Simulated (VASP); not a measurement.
# Ag (P6/mmm) in VASP: relaxation of cell and atoms with PBE

Aim: the relaxation of cell and atoms of Ag with PBE.

Everything below comes from runs of VASP 6.6.1. Logs are shortened: lines on timing, memory, paths and dates and some standing lists are left out, and cuts for length are marked.

### Step 1. The cell of the first run

Symmetry: P6/mmm, No. 191, hexagonal system. Conventional cell: a = 4.540 Å, b = 4.540 Å, c = 2.715 Å, α = 90.00°, β = 90.00°, γ = 120.00°. Within 3.6 Å of Ag (site symmetry 6/mmm) lie 14 Ag at 2.71 to 2.95 Å. Within 3.5 Å of Ag (site symmetry -6m2) lie 11 Ag at 2.62 to 2.95 Å.

This isn't the form of Ag at room conditions, which is fcc.

### Step 2. Relaxation of cell and atoms, PBE, target pressure 15 GPa, at which the enthalpy is minimised

INCAR reads:

```
PREC     = Accurate       # precision mode
ENCUT    = 600            # plane-wave cutoff, eV
EDIFF    = 1E-6           # SCF threshold, eV
ISMEAR   = -1             # smearing method
SIGMA    = 0.05           # smearing width, eV
LREAL    = False          # projectors in reciprocal space
LASPH    = True           # aspherical terms in the spheres
NELM     = 60             # most SCF steps
ALGO     = Normal         # electronic algorithm
ISIF     = 3              # what is computed and relaxed
LWAVE    = False          # write WAVECAR
LCHARG   = False          # write CHGCAR
GGA      = PE             # functional
IBRION   = 2              # ionic algorithm
NSW      = 32             # ionic steps
EDIFFG   = -0.005         # ionic threshold
PSTRESS  = 150.0
```

KPOINTS reads:

```
regular mesh
0
Gamma
  8 8 11
```

POSCAR reads:

```
Ag
1.0
    4.5397895302      0.0000000000      0.0000000000
   -2.2698947651      3.9315730610      0.0000000000
    0.0000000000      0.0000000000      2.7145800113
Ag
3
Direct
    0.0000000000      0.0000000000      0.0000000000
    0.3333333333      0.6666666667      0.5000000000
    0.6666666667      0.3333333333      0.5000000000
```

Potentials or basis: VASP PAW PBE potentials, release 64 (Ag).

Run with:

```console
$ cat potpaw_PBE.64/Ag/POTCAR > POTCAR
$ mpirun -np 1 vasp_std > vasp.out
```

OUTCAR:

```text
PREC = Accurate
   ENCUT = 600
   EDIFF = 1E-6
   ISMEAR = -1
   LREAL = False
   LASPH = True
   NELM = 60
   ISIF = 3
   GGA = PE
   IBRION = 2
   NSW = 32
   EDIFFG = -0.005
   PSTRESS = 150.0

 ion  position               nearest neighbor table
   1  0.000  0.000  0.000-   2 2.95   3 2.95   2 2.95   3 2.95   3 2.95   3 2.95   2 2.95   2 2.95
                             3 2.95   3 2.95   2 2.95   2 2.95
   2  0.333  0.667  0.500-   3 2.62   3 2.62   3 2.62   1 2.95   1 2.95   1 2.95   1 2.95   1 2.95
                             1 2.95
   3  0.667  0.333  0.500-   2 2.62   2 2.62   2 2.62   1 2.95   1 2.95   1 2.95   1 2.95   1 2.95
                             1 2.95

  LATTYP: Found a hexagonal cell.
 ALAT       =     4.5397895302
 C/A-ratio  =     0.5979528331

  Lattice vectors:

 A1 = (   4.5397895302,   0.0000000000,   0.0000000000)
 A2 = (  -2.2698947651,   3.9315730610,   0.0000000000)
 A3 = (   0.0000000000,   0.0000000000,   2.7145800113)

Analysis of symmetry for initial positions (statically):
=====================================================================
 Subroutine PRICEL returns:
 Original cell was already a primitive cell.

 Routine SETGRP: Setting up the symmetry group for a
 hexagonal supercell.

 Subroutine GETGRP returns: Found 24 space group operations
 (whereof 24 operations were pure point group operations)
 out of a pool of 24 trial point group operations.

The static configuration has the point symmetry D_6h.

Analysis of symmetry for dynamics (positions and initial velocities):
=====================================================================
 Subroutine PRICEL returns:
 Original cell was already a primitive cell.

 Routine SETGRP: Setting up the symmetry group for a
 hexagonal supercell.

 Subroutine GETGRP returns: Found 24 space group operations
 (whereof 24 operations were pure point group operations)
 out of a pool of 24 trial point group operations.

The dynamic configuration has the point symmetry D_6h.

 Subroutine INISYM returns: Found 24 space group operations
 (whereof 24 operations are pure point group operations),
 and found     1 'primitive' translations

----------------------------------------------------------------------------------------

                                     Primitive cell

  volume of cell :      48.4512

  direct lattice vectors                    reciprocal lattice vectors
     4.539789530  0.000000000  0.000000000     0.220274529  0.127175559  0.000000000
    -2.269894765  3.931573061  0.000000000     0.000000000  0.254351117  0.000000000
[... 95 lines left out ...]
   POTIM  = 0.5000    time-step for ionic-motion
   TEBEG  =    0.0;   TEEND  =   0.0 temperature during run
   PSTRESS=  150.0 pullay stress
   NELECT =      33.0000    total number of electrons
   NUPDOWN=      -1.0000    fix difference up-down
   EMIN   =  10.00;   EMAX   =-10.00  energy-range for DOS
   EFERMI =   0.00;   METHOD = LEGACY
   ISMEAR =    -1;   SIGMA  =   0.05  broadening in eV -4-tet -1-fermi 0-gaus
   EFERMI_NEDOS =   21; number of points for ismear=-14 and -15
   IALGO  =     38    algorithm
   IMIX   =      4    mixing-type and parameters
     AMIX     =   0.40;   BMIX     =  1.00
     AMIX_MAG =   1.60;   BMIX_MAG =  1.00
  volume/ion in A,a.u.               =      16.15       108.99
  Fermi-wavevector in a.u.,A,eV,Ry     =   1.440383  2.721929 28.228040  2.074702
  Thomas-Fermi vector in A             =   2.559133
   LORBIT       =      0    0 simple, 1 ext, 2 COOP (PROOUT), +10 PAW based schemes
   GGA     = PE    functional components
   LHFCALC =     F    Hartree Fock is set to
   AEXX    =    0.0000 exact exchange contribution
   IVDW    =     0    specifies the selected vdW correction
   LEPSILON=     F    determine dielectric tensor
   LRPA    =     F    only Hartree local field effects (RPA)
 conjugate gradient relaxation of ions
 non-spin polarized calculation
  energy-cutoff  :      600.00
  volume of cell :       48.45
 maximum number of plane-waves:      1637
   NGX = 19   NGY = 19   NGZ = 11

--------------------------------------- Ionic step        1  -------------------------------------------

 number of electron      32.9999988 magnetization

 Free energy of the ion-electron system (eV)
  ---------------------------------------------------
  ext. energy  EPLUGINS =         0.00000000
  ---------------------------------------------------
  free energy    TOTEN  =        -7.71129228 eV

  energy without entropy =       -7.70140979  energy(sigma->0) =       -7.70635104

------------------------ aborting loop because EDIFF is reached ----------------------------------------

  FORCE on cell =-STRESS in cart. coord.  units (eV):
  Direction    XX          YY          ZZ          XY          YZ          ZX
  --------------------------------------------------------------------------------------
  -------------------------------------------------------------------------------------
  Total        4.4392554      4.4392554      4.4437034      0.0000000     -0.0000000      0.0000000
  in kB      146.7965987    146.7965987    146.9436845      0.0000000     -0.0000000      0.0000000
  external PRESSURE =      -3.1543727 kB  Pullay stress =     150.0000000 kB
[... 104 lines left out ...]
--------------------------------------- Ionic step        4  -------------------------------------------

 number of electron      32.9999987 magnetization

 Free energy of the ion-electron system (eV)
  ---------------------------------------------------
  ext. energy  EPLUGINS =         0.00000000
  ---------------------------------------------------
  free energy    TOTEN  =        -7.70339751 eV

  energy without entropy =       -7.69349150  energy(sigma->0) =       -7.69844451

 E-fermi :   9.3632     XC(G=0): -12.5382

 val. band max:        9.3202401161   @ k =   0.2500   0.1250   0.1818
 cond. band min:       9.3800415919   @ k =   0.3750   0.2500   0.3636
 fundamental gap:      0.0598014757
 Fermi energy:         9.3632023724

 k-point     1 :       0.0000    0.0000    0.0000
  band No.  band energies     occupation
      1       1.0491      2.00000
      2       2.4732      2.00000
      3       3.6896      2.00000
      4       3.8870      2.00000
      5       3.9621      2.00000
      6       3.9621      2.00000
[... 541 lines left out ...]
     19      13.7937      0.00000
     20      19.6102      0.00000

 [... further k-points ...]

------------------------ aborting loop because EDIFF is reached ----------------------------------------

  FORCE on cell =-STRESS in cart. coord.  units (eV):
  Direction    XX          YY          ZZ          XY          YZ          ZX
  --------------------------------------------------------------------------------------
  -------------------------------------------------------------------------------------
  Total        4.5197239      4.5197239      4.5225992      0.0000000      0.0000000      0.0000000
  in kB      149.7212298    149.7212298    149.8164776      0.0000000      0.0000000      0.0000000
  external PRESSURE =      -0.2470209 kB  Pullay stress =     150.0000000 kB
[... 22 lines left out ...]
  energy  without entropy=       -7.6934915035  energy(sigma->0) =       -7.69844451

  enthalpy is  TOTEN    =        -3.1752581630 eV   P V=        4.5281393435

 reached required accuracy - stopping structural energy minimisation
```

CONTCAR:

```text
Ag
   1.00000000000000
     4.5370811565728610    0.0000000000000000    0.0000000000000000
    -2.2685405782864305    3.9292275406366159   -0.0000000000000000
     0.0000000000000000   -0.0000000000000000    2.7130348908532755
  Ag
     3
Direct
     0.0000000000000000    0.0000000000000000    0.0000000000000000
     0.3333333332999970    0.6666666667000030    0.5000000000000000
     0.6666666667000030    0.3333333332999970    0.5000000000000000

  0.00000000E+00  0.00000000E+00  0.00000000E+00
  0.00000000E+00  0.00000000E+00  0.00000000E+00
  0.00000000E+00  0.00000000E+00  0.00000000E+00
```

Wall time 71 s (1 thread of AMD EPYC 9R45 (Zen 5), shared host); peak memory 0.19 GiB.

Results:

```
Free energy                                                : -7.7034 eV
Relaxed volume                                             : 16.12 Å³/atom
Relaxed cell                                               : a = 4.537 Å, b = 4.537 Å, c = 2.713 Å, α = 90.00°, β = 90.00°, γ = 120.00°
Space group after relaxing (to 0.1 Å)                      : P6/mmm (No. 191)
Energy change on relaxing (the run minimises the enthalpy) : +2.6 meV/atom
Ionic steps                                                : 4
Pressure after relaxing                                    : 15.0 GPa
Band gap on the k mesh                                     : zero (an odd number of electrons rules out a gap without spin polarisation)
```

Step by step:
| step | energy change (eV) | largest force (eV/Å) | pressure (GPa) | volume (Å³) |
| --- | --- | --- | --- | --- |
| 1 | 0.0000 | 0.0000 | 14.68 | 48.45 |
| 2 | 0.0209 | 0.0000 | 15.48 | 48.23 |
| 3 | 0.0091 | 0.0000 | 15.05 | 48.35 |
| 4 | 0.0079 | 0.0000 | 14.98 | 48.37 |

Final structure:
```cif
data_structure
_symmetry_space_group_name_H-M 'P 1'
_symmetry_Int_Tables_number 1
_cell_length_a 4.5371
_cell_length_b 4.5371
_cell_length_c 2.7130
_cell_angle_alpha 90.000
_cell_angle_beta 90.000
_cell_angle_gamma 120.000
_cell_volume 48.37
loop_
_atom_site_label
_atom_site_type_symbol
_atom_site_fract_x
_atom_site_fract_y
_atom_site_fract_z
_atom_site_occupancy
Ag1 Ag 0.00000 0.00000 0.00000 1
Ag2 Ag 0.33333 0.66667 0.50000 1
Ag3 Ag 0.66667 0.33333 0.50000 1
```

Caveat: the cell is relaxed towards a set pressure, so the run minimises the enthalpy, not the energy.

The gap in the log of VASP goes by the Fermi energy; the results here count the filled bands.